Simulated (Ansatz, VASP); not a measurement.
## LaS3: VASP beside Ansatz

```
CELL_PARAMETERS angstrom
1.92934 -3.34172 0.00000
-5.78802 -3.34172 0.00000
0.00000 0.00000 -9.61119
ATOMIC_POSITIONS crystal
La 0.50000 0.50000 0.00000
La 0.00000 0.00000 0.00000
S 0.50000 0.50000 0.27649
S 0.00000 0.00000 0.27649
S 0.00000 0.00000 0.72351
S 0.50000 0.50000 0.72351
S 0.00000 0.00000 0.50000
S 0.50000 0.50000 0.50000
```

Alike in both runs: task single point; functional PBE; k mesh 6 × 4 × 2; occupations gaussian, width 0.2 eV; no spin polarisation.

```csv
,VASP,Ansatz
version,VASP 6.6.1,Ansatz 0.2.0
potentials or method,"VASP PAW PBE potentials, release 64 (La, S), cutoff 500 eV","scalar-relativistic, plane waves, PAW"
valence electrons in the cell,58,58
```

|  | VASP | Ansatz | Ansatz less VASP |
| --- | --- | --- | --- |
| gap on the k mesh at the Fermi level (eV) | none | none | - |
| pressure (GPa) | -0.5 | -0.4 | +0.16 |
| traceless stress, the component that is largest in VASP (GPa) | -1.00 | -0.78 | +0.227 |
| rms of the force components (eV/Å) | 0.023 | 0.014 | -0.0085 |

Atom by atom the forces differ by 0.008 eV/Å (rms over components). A gap of «none» marks a metal or a gap that the smearing closes.

Spin-orbit coupling is off throughout.
